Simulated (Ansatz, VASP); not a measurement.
# One calculation of TiO2, two programs

```
CELL_PARAMETERS angstrom
-1.89351 1.89351 4.78720
1.89351 -1.89351 4.78720
1.89351 1.89351 -4.78720
ATOMIC_POSITIONS crystal
Ti 0.00000 0.00000 0.00000
Ti 0.75000 0.25000 0.50000
O 0.95806 0.45806 0.50000
O 0.20806 0.20806 0.00000
O 0.54194 0.04194 0.50000
O 0.79194 0.79194 0.00000
```

Alike in both runs: functional PBE; dispersion D3(BJ); k mesh 10 × 10 × 10; occupations gaussian, width 0.02 eV; no spin polarisation.

Ansatz relaxed the structure, and its values are those at the end. VASP's run is a single point on that final structure, the one shown.

|  | VASP | Ansatz |
| --- | --- | --- |
| version | VASP 6.6.1 | Ansatz 0.2.0 |
| potentials or method | VASP PAW PBE potentials, release 64 (Ti_sv, O), cutoff 520 eV | scalar-relativistic, plane waves, PAW |
| valence electrons in the cell | 48 | 48 |

Ansatz gave:

| Quantity | Value |
| --- | --- |
| gap on the k mesh at the Fermi level (eV) | 2.12 |
| least direct gap on the mesh (eV) | 2.45 |
| pressure (GPa) | 0.0 |
| rms of the force components (eV/Å) | 0.000 |

Problem. Estimate VASP's values.

Solution. gap on the k mesh at the Fermi level (eV): 2.10; least direct gap on the mesh (eV): 2.43; pressure (GPa): 0.7; rms of the force components (eV/Å): 0.010.
